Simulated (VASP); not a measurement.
Here is a VASP 6.6.1 calculation.

The input INCAR:

```
SYSTEM = Lu
PREC     = Accurate       ! precision mode
ENCUT    = 520            ! plane-wave cutoff, eV
EDIFF    = 1E-6           ! SCF threshold, eV
ISMEAR   = -1             ! smearing method
SIGMA    = 0.1            ! smearing width, eV
LREAL    = .False.        ! projectors in reciprocal space
LASPH    = .True.         ! aspherical terms in the spheres
NELM     = 100            ! most SCF steps
ALGO     = Normal         ! electronic algorithm
ISIF     = 2              ! what is computed and relaxed
LWAVE    = .False.        ! write WAVECAR
LCHARG   = .False.        ! write CHGCAR
GGA      = CA             ! functional
NBANDS   = 18             ! bands
```

Contents of KPOINTS:

```
Automatic mesh
0
Gamma
  13 13 13
  0 0 0
```

POSCAR

```
Lu
1.0
    0.0000000000      2.4006863074      2.4006863074
    2.4006863074      0.0000000000      2.4006863074
    2.4006863074      2.4006863074      0.0000000000
Lu
1
Direct
    0.0000000000      0.0000000000      0.0000000000
```

Potentials or basis: VASP PAW PBE potentials, release 64 (Lu).

Launch:

```bash
$ cat potpaw_PBE.64/Lu/POTCAR > POTCAR
$ mpirun -np 1 vasp_std > vasp.out
```

Task: Estimate the pressure.

Result: -3.3 GPa.

Caveat: the PAW data sets were made with another functional, which shifts forces and pressure a little.
